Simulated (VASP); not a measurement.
Wanted: the native input for a VASP 6.6.1 run.

```
Task                   : single point
Functional             : PBE
Potentials or basis    : VASP PAW PBE potentials, release 64 (Al, Te, O)
Cutoff                 : 520 eV
k mesh                 : 8 × 8 × 8
Occupations            : gaussian, width 0.1 eV
Spin                   : no spin polarisation
Dipole correction      : no
Further INCAR settings : ALGO = Normal; EDIFF = 1e-06; NBANDS = 30
```

The structure of Al3TeO4 lies in POSCAR:

```
Al3TeO4
1.0
    4.8658120724      0.0000000000      0.0000000000
    0.0000000000      4.8658120724      0.0000000000
    0.0000000000      0.0000000000      4.8658120724
Al Te O
3 1 4
Direct
    0.5000000000      0.0000000000      0.0000000000
    0.0000000000      0.5000000000      0.0000000000
    0.0000000000      0.0000000000      0.5000000000
    0.0000000000      0.0000000000      0.0000000000
    0.0000000000      0.5000000000      0.5000000000
    0.5000000000      0.0000000000      0.5000000000
    0.5000000000      0.5000000000      0.0000000000
    0.5000000000      0.5000000000      0.5000000000
```

One way to write it, as run:

INCAR

```
SYSTEM = Al3TeO4
ALGO = Normal
EDIFF = 1E-6
ENCUT = 520
GGA = PE
ISIF = 2
ISMEAR = 0
LASPH = .TRUE.
LCHARG = .FALSE.
LREAL = .FALSE.
LWAVE = .FALSE.
NBANDS = 30
NELM = 100
PREC = Accurate
SIGMA = 0.1
```

KPOINTS

```
k-points
0
G
  8 8 8
  0 0 0
```

Potentials or basis: VASP PAW PBE potentials, release 64 (Al, Te, O).

Command:

```bash
$ cat potpaw_PBE.64/Al/POTCAR potpaw_PBE.64/Te/POTCAR potpaw_PBE.64/O/POTCAR > POTCAR
$ mpirun -np 1 vasp_std > vasp.out
```

It gave:

```yaml
Pressure: 0.1 GPa
```

Caveat: an odd number of electrons without spin polarisation forces a metal; a magnetic or distorted state may lie lower.

Wall time 3.4 min on 1 thread of AMD EPYC 7R43 64-Core Processor (Zen 3) (shared host), peak memory 0.23 GiB.
